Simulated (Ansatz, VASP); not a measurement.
**Be2Co: VASP beside Ansatz**

File INCAR:

```
PREC = Accurate
ENCUT = 520
EDIFF = 1E-6
ISMEAR = 0
SIGMA = 0.1
LREAL = F
LASPH = T
NELM = 150
ALGO = Normal
ISIF = 2
LWAVE = F
LCHARG = F
ISPIN = 2
MAGMOM = 0 0 1.19
LORBIT = 11
LMAXMIX = 4
GGA = PE
NBANDS = 18
```

Contents of KPOINTS:

```
Automatic mesh
0
Gamma
  2 2 2
```

The input POSCAR:

```
Be2Co
1.0
    0.0000000000      1.9194920000      5.3325430000
    1.3384940000      0.0000000000      5.3325430000
    1.3384940000      1.9194920000      0.0000000000
Be Co
2 1
Direct
    0.3360580000      0.3360580000      0.6639420000
    0.6639420000      0.6639420000      0.3360580000
    0.0000000000      0.0000000000      0.0000000000
```

Input for Ansatz:

```yaml
crystal:
  lattice:
    - [0.0, 1.919492, 5.332543]
    - [1.338494, 0.0, 5.332543]
    - [1.338494, 1.919492, 0.0]
  atoms:
    - { symbol: Be, position: [0.336058, 0.336058, 0.663942] }
    - { symbol: Be, position: [0.663942, 0.663942, 0.336058] }
    - { symbol: Co, position: [0.0, 0.0, 0.0], spin: 1.19 }
basis:
  ecutwfc: 420
kpoints:
  mp_grid: { grid: [2, 2, 2] }
hamiltonian:
  xc: pbe
scf:
  occupations: { method: gaussian, width: 0.1 }
  lower_state_search: "off"
output:
  forces: true
  stress: true
  eigenvalues: true
  populations: true
magnetization:
  spin_polarized: true
accuracy: low
```

Alike in both runs: task single point; functional PBE; k mesh 2 × 2 × 2; occupations gaussian, width 0.1 eV; collinear spin.

|  | VASP | Ansatz |
| --- | --- | --- |
| version | VASP 6.6.1 | Ansatz 0.2.0 |
| potentials or method | VASP PAW PBE potentials, release 64 (Be, Co), cutoff 520 eV | scalar-relativistic, plane waves, PAW |
| valence electrons in the cell | 13 | 21 |

|  | VASP | Ansatz | Ansatz less VASP |
| --- | --- | --- | --- |
| gap on the k mesh at the Fermi level (eV) | none | none | - |
| pressure (GPa) | 5.3 | 5.9 | +0.53 |
| traceless stress, the component that is largest in VASP (GPa) | 17.04 | 17.03 | -0.011 |
| rms of the force components (eV/Å) | 0.370 | 0.367 | -0.0033 |
| net moment per atom (μB) | 0.75 | 0.75 | 0.000 |
| size of the moment on the site where the two differ most (μB) | 2.07 | 2.09 | +0.019 |

Site moments also hang on the region over which each program counts them. Atom by atom the forces differ by 0.003 eV/Å (rms over components). A gap of «none» marks a metal or a gap that the smearing closes. VASP's potentials hold 13 valence electrons a cell and Ansatz's 21, so a difference there can come from the potentials and not from the codes.

The k mesh is coarse, so the values compare programs but aren't converged.
